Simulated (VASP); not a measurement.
# Cd7Se8 (a cell with a defect) in VASP: single point with PBE

Aim: the single point of Cd7Se8 (a cell with a defect) with PBE.

Program: VASP 6.6.1. These are calculated values, not measurements. Logs are shortened: lines on timing, memory, paths and dates and some standing lists are left out, and cuts for length are marked.

## (1) The cell of the first run

The cell holds a defect, 15 atoms: a = 8.654 Å, b = 8.654 Å, c = 7.064 Å, α = 90.00°, β = 90.00°, γ = 120.00°.

## (2) Single point, PBE

Input file INCAR:

```
SYSTEM = Cd7Se8
PREC = Accurate
ENCUT = 520
EDIFF = 1E-6
ISMEAR = 1
SIGMA = 0.15
LREAL = Auto
LASPH = .TRUE.
NELM = 100
ALGO = Normal
ISIF = 2
LWAVE = .FALSE.
LCHARG = .FALSE.
GGA = PE
NBANDS = 79
```

Input file KPOINTS:

```
Automatic mesh
0
G
  2 2 2
  0 0 0
```

Input file POSCAR:

```
Cd7Se8
1.0
    8.6536303400     -0.0000005800      0.0000000000
   -4.3268146700      7.4942640000      0.0000000000
    0.0000000000      0.0000000000      7.0637770000
Cd Se
7 8
Direct
    0.3611449195      0.1707650290      0.5126048005
    0.1632806052      0.8319438833     -0.0010352818
    0.3611530544      0.6910434713      0.5126084813
    0.6411026371      0.3214009237      0.0251872334
    1.0837302874      0.2921632636      0.0413048147
    0.6411079892      0.8203253010      0.0251804382
    0.8254843589      0.6630701132      0.5054433344
    0.2283965341      0.3645289427      0.3708190392
    0.3079120813      0.1694258674      0.8884489134
    0.1711753855      0.8359115851      0.3832783793
    0.3079148251      0.6391048112      0.8884486302
    0.6977647308      0.3258547343      0.3964539084
    0.7850619322      0.1428454422      0.8612093785
    0.6977731896      0.8725671266      0.3964468301
    0.8172907036      0.6589560328      0.8893642877
```

Potentials or basis: VASP PAW PBE potentials, release 64 (Cd, Se).

On the command line:

```bash
$ cat potpaw_PBE.64/Cd/POTCAR potpaw_PBE.64/Se/POTCAR > POTCAR
$ mpirun -np 1 vasp_std > vasp.out
```

OUTCAR:

```text
SYSTEM = Cd7Se8
   PREC = Accurate
   ENCUT = 520
   EDIFF = 1E-6
   ISMEAR = 1
   LREAL = Auto
   LASPH = .TRUE.
   NELM = 100
   ISIF = 2
   GGA = PE

 ion  position               nearest neighbor table
   1  0.361  0.171  0.513-  12 2.66   8 2.66  10 2.68   9 2.69
   2  0.163  0.832  0.999-  11 2.66   9 2.66  15 2.71  10 2.72
   3  0.361  0.691  0.513-  14 2.66   8 2.66  10 2.68  11 2.69
   4  0.641  0.321  0.025-  12 2.66   9 2.68  13 2.68  15 2.71
   5  0.084  0.292  0.041-   8 2.57  13 2.57   9 2.85  11 2.85
   6  0.641  0.820  0.025-  14 2.66  11 2.68  13 2.68  15 2.71
   7  0.825  0.663  0.505-  14 2.67  12 2.67  15 2.71  10 2.73
   8  0.228  0.365  0.371-   5 2.57   1 2.66   3 2.66
   9  0.308  0.169  0.888-   2 2.66   4 2.68   1 2.69   5 2.85
  10  0.171  0.836  0.383-   3 2.68   1 2.68   2 2.72   7 2.73
  11  0.308  0.639  0.888-   2 2.66   6 2.68   3 2.69   5 2.85
  12  0.698  0.326  0.396-   1 2.66   4 2.66   7 2.67
  13  0.785  0.143  0.861-   5 2.57   4 2.68   6 2.68
  14  0.698  0.873  0.396-   3 2.66   6 2.66   7 2.67
  15  0.817  0.659  0.889-   2 2.71   6 2.71   4 2.71   7 2.71

  LATTYP: Found a hexagonal cell.
 ALAT       =     8.6536303400
 C/A-ratio  =     0.8162790323

  Lattice vectors:

 A1 = (   8.6536303400,  -0.0000005800,   0.0000000000)
 A2 = (  -4.3268146700,   7.4942640000,   0.0000000000)
 A3 = (   0.0000000000,   0.0000000000,   7.0637770000)

Analysis of symmetry for initial positions (statically):
=====================================================================
 Subroutine PRICEL returns:
 Original cell was already a primitive cell.

 Routine SETGRP: Setting up the symmetry group for a
 hexagonal supercell.

 Subroutine GETGRP returns: Found  1 space group operations
 (whereof  1 operations were pure point group operations)
 out of a pool of 24 trial point group operations.

The static configuration has the point symmetry C_1 .

Analysis of symmetry for dynamics (positions and initial velocities):
=====================================================================
 Subroutine PRICEL returns:
 Original cell was already a primitive cell.

 Routine SETGRP: Setting up the symmetry group for a
 hexagonal supercell.

 Subroutine GETGRP returns: Found  1 space group operations
 (whereof  1 operations were pure point group operations)
 out of a pool of 24 trial point group operations.

The dynamic configuration has the point symmetry C_1 .

 Subroutine INISYM returns: Found  1 space group operations
 (whereof  1 operations are pure point group operations),
 and found     1 'primitive' translations

----------------------------------------------------------------------------------------

                                     Primitive cell

  volume of cell :     458.1042

  direct lattice vectors                    reciprocal lattice vectors
     8.653630340 -0.000000580  0.000000000     0.115558442  0.066717687  0.000000000
    -4.326814670  7.494264000  0.000000000     0.000000009  0.133435390  0.000000000
     0.000000000  0.000000000  7.063777000     0.000000000  0.000000000  0.141567323

  length of vectors
     8.653630340  8.653630342  7.063777000     0.133435390  0.133435390  0.141567323

  position of ions in fractional coordinates (direct lattice)
     0.361144919  0.170765029  0.512604801
     0.163280605  0.831943883  0.998964718
     0.361153054  0.691043471  0.512608481
     0.641102637  0.321400924  0.025187233
     0.083730287  0.292163264  0.041304815
     0.641107989  0.820325301  0.025180438
     0.825484359  0.663070113  0.505443334
     0.228396534  0.364528943  0.370819039
     0.307912081  0.169425867  0.888448913
     0.171175385  0.835911585  0.383278379
     0.307914825  0.639104811  0.888448630
     0.697764731  0.325854734  0.396453908
     0.785061932  0.142845442  0.861209378
     0.697773190  0.872567127  0.396446830
     0.817290704  0.658956033  0.889364288

  ion indices of the primitive-cell ions
   primitive index   ion index
                 1           1
                 2           2
                 3           3
                 4           4
                 5           5
                 6           6
                 7           7
                 8           8
                 9           9
                10          10
                11          11
                12          12
                13          13
                14          14
                15          15

----------------------------------------------------------------------------------------

 KPOINTS: Automatic mesh

Automatic generation of k-mesh.
 Grid dimensions read from file:
 generate k-points for:    2    2    2

 Generating k-lattice:

  Cartesian coordinates                     Fractional coordinates (reciprocal lattice)
     0.057779221  0.033358844  0.000000000     0.500000000  0.000000000  0.000000000
     0.000000004  0.066717695  0.000000000     0.000000000  0.500000000  0.000000000
     0.000000000  0.000000000  0.070783661     0.000000000  0.000000000  0.500000000

  Length of vectors
     0.066717695  0.066717695  0.070783661

  Shift w.r.t. Gamma in fractional coordinates (k-lattice)
     0.000000000  0.000000000  0.000000000

 Subroutine IBZKPT returns following result:
 ===========================================

 Found      8 irreducible k-points:

 Following reciprocal coordinates:
            Coordinates               Weight
  0.000000  0.000000  0.000000      1.000000
  0.500000  0.000000  0.000000      1.000000
  0.000000  0.500000  0.000000      1.000000
  0.500000  0.500000  0.000000      1.000000
  0.000000  0.000000  0.500000      1.000000
  0.500000  0.000000  0.500000      1.000000
  0.000000  0.500000  0.500000      1.000000
  0.500000  0.500000  0.500000      1.000000
   k-points           NKPTS =      8   k-points in BZ     NKDIM =      8   number of bands    NBANDS=     79
   number of dos      NEDOS =    301   number of ions     NIONS =     15
   total plane-waves  NPLWV = 221184
   dimension x,y,z NGX =    64 NGY =   64 NGZ =   54
   dimension x,y,z NGXF=   128 NGYF=  128 NGZF=  108
   ions per type =               7   8
   NGX,Y,Z   is equivalent  to a cutoff of  12.30, 12.30, 12.71 a.u.
   NGXF,Y,Z  is equivalent  to a cutoff of  24.59, 24.59, 25.42 a.u.
 SYSTEM =  Cd7Se8
   PREC   = accura    normal or accurate (medium, high low for compatibility)
   ISTART =      0    job   : 0-new  1-cont  2-samecut
   ICHARG =      2    charge: 1-file 2-atom 10-const
   ISPIN  =      1    spin polarized calculation?
   LNONCOLLINEAR =      F non collinear calculations
   LSORBIT =      F    spin-orbit coupling
   LASPH  =      T    aspherical Exc in radial PAW
   ENCUT  =  520.0 eV  38.22 Ry    6.18 a.u.  16.09 16.09 13.13*2*pi/ulx,y,z
   NELM   =    100;   NELMIN=  2; NELMDL= -5     # of ELM steps
   EDIFF  = 0.1E-05   stopping-criterion for ELM
   LREAL  =      T    real-space projection
   EDIFFG = 0.1E-04   stopping-criterion for IOM
   NSW    =      0    number of steps for IOM
   IBRION =     -1    ionic relax: 0-MD 1-quasi-New 2-CG
   NFREE  =      0    steps in history (QN), initial steepest desc. (CG)
   ISIF   =      2    stress and relaxation
   ISYM   =      2    0-nonsym 1-usesym 2-fastsym
   POTIM  = 0.5000    time-step for ionic-motion
   TEBEG  =    0.0;   TEEND  =   0.0 temperature during run
   PSTRESS=    0.0 pullay stress
   NELECT =     132.0000    total number of electrons
   NUPDOWN=      -1.0000    fix difference up-down
   EMIN   =  10.00;   EMAX   =-10.00  energy-range for DOS
   EFERMI =   0.00;   METHOD = LEGACY
   ISMEAR =     1;   SIGMA  =   0.15  broadening in eV -4-tet -1-fermi 0-gaus
   EFERMI_NEDOS =   21; number of points for ismear=-14 and -15
   IALGO  =     38    algorithm
   IMIX   =      4    mixing-type and parameters
     AMIX     =   0.40;   BMIX     =  1.00
     AMIX_MAG =   1.60;   BMIX_MAG =  1.00
  volume/ion in A,a.u.               =      30.54       206.10
  Fermi-wavevector in a.u.,A,eV,Ry     =   1.081296  2.043354 15.907954  1.169202
  Thomas-Fermi vector in A             =   2.217309
   LORBIT       =      0    0 simple, 1 ext, 2 COOP (PROOUT), +10 PAW based schemes
   GGA     = PE    functional components
   LHFCALC =     F    Hartree Fock is set to
   AEXX    =    0.0000 exact exchange contribution
   IVDW    =     0    specifies the selected vdW correction
   LEPSILON=     F    determine dielectric tensor
   LRPA    =     F    only Hartree local field effects (RPA)
 non-spin polarized calculation
 Methfessel and Paxton  Order N= 1 SIGMA  =   0.15
  energy-cutoff  :      520.00
  volume of cell :      458.10
 maximum number of plane-waves:     12360
   NGX = 33   NGY = 33   NGZ = 27

 number of electron     131.9999998 magnetization

 Free energy of the ion-electron system (eV)
  ---------------------------------------------------
  ext. energy  EPLUGINS =         0.00000000
  ---------------------------------------------------
  free energy    TOTEN  =       -39.56222201 eV

  energy without entropy =      -39.55261071  energy(sigma->0) =      -39.55901824

 E-fermi :   0.1835     XC(G=0):  -8.5224

 val. band max:        0.1692134802   @ k =   0.0000   0.0000   0.5000
 cond. band min:       0.2054706201   @ k =   0.0000   0.0000   0.5000
 fundamental gap:      0.0362571398
 Fermi energy:         0.1834920247

 k-point     1 :       0.0000    0.0000    0.0000
  band No.  band energies     occupation
      1     -11.9527      2.00000
      2     -11.6286      2.00000
      3     -11.6006      2.00000
      4     -11.5729      2.00000
      5     -11.5647      2.00000
      6     -11.4861      2.00000
[... 70 lines left out ...]
     77       5.4571      0.00000
     78       5.6186      0.00000
[... 565 lines left out ...]
     77       5.3970      0.00000
     78       5.5966      0.00000
 [bands above 78 left out]

------------------------ aborting loop because EDIFF is reached ----------------------------------------

  FORCE on cell =-STRESS in cart. coord.  units (eV):
  Direction    XX          YY          ZZ          XY          YZ          ZX
  --------------------------------------------------------------------------------------
  -------------------------------------------------------------------------------------
  Total       -0.8498243     -0.4061117     -0.6237681     -0.3870503      0.1953256      0.3402687
  in kB       -2.9721821     -1.4203384     -2.1815714     -1.3536730      0.6831334      1.1900586
  external PRESSURE =      -2.1913640 kB  Pullay stress =       0.0000000 kB

 VOLUME and BASIS-vectors are now :
 -----------------------------------------------------------------------------
  energy-cutoff  :      520.00
  volume of cell :      458.10
      direct lattice vectors                 reciprocal lattice vectors
     8.653630340 -0.000000580  0.000000000     0.115558442  0.066717687  0.000000000
    -4.326814670  7.494264000  0.000000000     0.000000009  0.133435390  0.000000000
     0.000000000  0.000000000  7.063777000     0.000000000  0.000000000  0.141567323

 POSITION                                       TOTAL-FORCE (eV/Angst)
 -----------------------------------------------------------------------------------
      2.38635      1.27976      3.62093        -0.030926     -0.006200     -0.000810
     -2.18670      6.23481      7.05646        -0.031272     -0.016772      0.031001
      0.13527      5.17886      3.62095        -0.020091     -0.024986     -0.000670
      4.15722      2.40866      0.17792         0.037003     -0.003940      0.016630
     -0.53957      2.18955      0.29177         0.277421      0.160151     -0.367385
      1.99852      6.14773      0.17787         0.015384      0.034119      0.016266
      4.27446      4.96922      3.57034        -0.006283     -0.003438      0.019548
      0.39921      2.73188      2.61938        -0.228408     -0.132778      0.192496
      1.93148      1.26972      6.27581         0.041885     -0.007335      0.024203
     -2.13555      6.26454      2.70739        -0.015583     -0.009520      0.016340
     -0.10071      4.78962      6.27580         0.015757      0.040446      0.022170
      4.62828      2.44204      2.80046        -0.018602     -0.016328      0.050051
      6.17557      1.07052      6.08339        -0.010831     -0.004351     -0.079949
      2.26284      6.53925      2.80041        -0.023551     -0.006313      0.050317
      4.22135      4.93839      6.28227        -0.001904     -0.002754      0.009793
 -----------------------------------------------------------------------------------
    total drift:                               -0.004988     -0.001547      0.010541

  FREE ENERGIE OF THE ION-ELECTRON SYSTEM (eV)
  ---------------------------------------------------
  free  energy   TOTEN  =       -39.5622220066 eV

  energy  without entropy=      -39.5526107105  energy(sigma->0) =      -39.55901824
```

Run time: 4.2 min. Hardware: 1 thread of Intel Xeon 6975P-C (Granite Rapids), shared host; peak memory 0.57 GiB.

What came out:

* Free energy: -39.5622 eV
* Pressure: -0.2 GPa
* Largest force: 0.487 eV/Å
* Band gap on the k mesh: zero (bands 66 and 67 overlap by 0.47 eV)

Forces in eV/Å, atoms in the order of the input:
```
Cd  -0.031 -0.006 -0.001
Cd  -0.031 -0.017  0.031
Cd  -0.020 -0.025 -0.001
Cd   0.037 -0.004  0.017
Cd   0.277  0.160 -0.367
Cd   0.015  0.034  0.016
Cd  -0.006 -0.003  0.020
Se  -0.228 -0.133  0.192
Se   0.042 -0.007  0.024
Se  -0.016 -0.010  0.016
Se   0.016  0.040  0.022
Se  -0.019 -0.016  0.050
Se  -0.011 -0.004 -0.080
Se  -0.024 -0.006  0.050
Se  -0.002 -0.003  0.010
```

Stress tensor (GPa, compression positive):
```
-0.30 -0.14  0.12
-0.14 -0.14  0.07
 0.12  0.07 -0.22
```

Levels at points of the mesh, in eV from the Fermi level:
```tsv
k point	band 64	band 65	band 66	band 67	band 68	band 69
(0.00, 0.00, 0.00)	-0.12	0.16	0.26	0.31	1.21	2.66
(0.50, 0.00, 0.00)	-0.10	-0.08	0.08	0.11	2.63	2.92
(0.00, 0.50, 0.00)	-0.27	-0.14	-0.06	0.05	2.82	2.94
(0.50, 0.50, 0.00)	-0.28	-0.14	-0.06	0.05	2.82	2.94
(0.00, 0.00, 0.50)	-0.11	-0.10	-0.01	0.02	2.65	2.74
(0.50, 0.00, 0.50)	-0.56	-0.52	-0.31	-0.21	3.63	3.65
(0.00, 0.50, 0.50)	-0.54	-0.52	-0.37	-0.13	3.36	3.42
(0.50, 0.50, 0.50)	-0.54	-0.52	-0.37	-0.13	3.36	3.42
```

Caveat: the k points lie up to 0.44 Å⁻¹ apart.
